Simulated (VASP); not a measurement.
Set up this calculation in VASP 6.6.1, as the native input.

```
Task                   : single point
Functional             : PBEsol
Potentials or basis    : VASP PAW PBE potentials, release 64 (Si, Ge_d)
Cutoff                 : 520 eV
k mesh                 : 12 × 12 × 6
Occupations            : gaussian, width 0.02 eV
Spin                   : no spin polarisation
Dipole correction      : no
Further INCAR settings : ALGO = Normal; EDIFF = 1e-07; NBANDS = 26
```

The structure of SiGe lies in POSCAR:

```
SiGe
1.0
    3.7835789826      0.0000000000      0.0000000000
   -1.8917894913      3.2766755162      0.0000000000
    0.0000000000      0.0000000000      6.5102387403
Si Ge
2 2
Direct
    0.6666666667      0.3333333333      0.8716225713
    0.3333333333      0.6666666667      0.3716225713
    0.6666666667      0.3333333333      0.5033764287
    0.3333333333      0.6666666667      0.0033764287
```

This cell differs from its parent crystal: biaxial strain in the a-b plane: -3.0 %, then relaxed in part.

One way to write it, as run:

INCAR

```
SYSTEM = SiGe
PREC = Accurate
ENCUT = 520
EDIFF = 1E-7
ISMEAR = 0
SIGMA = 0.02
LREAL = .FALSE.
LASPH = .TRUE.
NELM = 60
ALGO = Normal
ISIF = 2
LWAVE = .FALSE.
LCHARG = .FALSE.
GGA = PS
NBANDS = 26
```

KPOINTS

```
regular mesh
0
G
  12 12 6
  0 0 0
```

Potentials or basis: VASP PAW PBE potentials, release 64 (Si, Ge_d).

Run with:

```bash
$ cat potpaw_PBE.64/Si/POTCAR potpaw_PBE.64/Ge_d/POTCAR > POTCAR
$ mpirun -np 1 vasp_std > vasp.out
```

It gave:

```
Pressure               : 4.5 GPa
Band gap on the k mesh : 0.16 eV (least direct gap 0.94 eV)
```

Caveat: the cell differs from its parent crystal (biaxial strain in the a-b plane: -3.0 %, then relaxed in part); the stress differs along the axes, from -0 to 7 GPa; semilocal functionals underestimate gaps, and a narrow one can read as zero; the PAW data sets were made with another functional, which shifts forces and pressure a little.

It took 52 s on 1 thread of Intel(R) Xeon(R) 6975P-C (Granite Rapids), with other jobs on the host, peak memory 0.27 GiB.
